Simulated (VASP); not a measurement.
## Nb: relaxation of cell and atoms with PBE

Crystal: Nb.

```xyz
1
Lattice="0.0000 2.0950 2.0950 2.0950 0.0000 2.0950 2.0950 2.0950 0.0000" Properties=species:S:1:pos:R:3 pbc="T T T"
Nb    0.0000    0.0000    0.0000
```

This isn't the form of Nb at room conditions, which is bcc.

* Program: VASP 6.6.1
* Task: relaxation of cell and atoms
* Functional: PBE
* Potentials or basis: VASP PAW PBE potentials, release 64 (Nb_sv)
* Cutoff: 500 eV
* k mesh: 8 × 8 × 8
* Occupations: methfessel-paxton, width 0.1 eV
* Spin: no spin polarisation
* Target pressure: 40 GPa
* Dipole correction: no
* Further INCAR settings: ALGO = Normal; EDIFF = 1e-07; IBRION = 2; EDIFFG = -0.03; NSW = 60; ISIF = 3

The relaxed volume is 15.63 Å³/atom, the relaxed cell is a = 2.806 Å, b = 2.806 Å, c = 2.806 Å, α = 60.00°, β = 60.00°, γ = 60.00° and the space group after relaxing (to 0.1 Å) is Fm-3m (No. 225). The energy change on relaxing (the run minimises the enthalpy) is +328.0 meV/atom. The ionic steps are 5. The pressure after relaxing is 40.2 GPa and the band gap on the k mesh is zero (an odd number of electrons rules out a gap without spin polarisation).

Step by step:
```tsv
step	energy change (eV)	largest force (eV/Å)	pressure (GPa)	volume (Å³)
1	0.0000	0.0000	2.67	18.39
2	6.8050	0.0000	391.15	9.18
3	0.2064	0.0000	29.80	16.19
4	0.2904	0.0000	37.03	15.78
5	0.3280	0.0000	40.21	15.63
```

Final structure:
```
Nb
1.0
     0.00000    1.98437    1.98437
     1.98437    0.00000    1.98437
     1.98437    1.98437    0.00000
Nb
1
Direct
  0.00000 0.00000 0.00000
```

Levels at points of the mesh, in eV from the Fermi level:
```tsv
k point	band 2	band 3	band 4	band 5	band 6	band 7	band 8	band 9	band 10
(0.00, 0.00, 0.00)	-29.66	-29.66	-29.66	-6.63	-0.13	-0.13	-0.13	3.21	3.21
(0.50, 0.00, 0.00)	-31.75	-29.92	-29.92	-4.64	-0.39	-0.39	2.17	5.76	5.76
(0.50, 0.50, 0.00)	-31.60	-30.39	-30.39	-5.23	-4.40	4.86	5.75	6.51	6.51
```

Wall time 50 s on 1 thread of Intel(R) Xeon(R) Platinum 8175M CPU @ 2.50GHz (Skylake/Cascade Lake) (shared host), peak memory 0.15 GiB.

Caveat: the cell is relaxed towards a set pressure, so the run minimises the enthalpy, not the energy; the volume moved by over 15 % at a fixed basis, so the end points are rough.
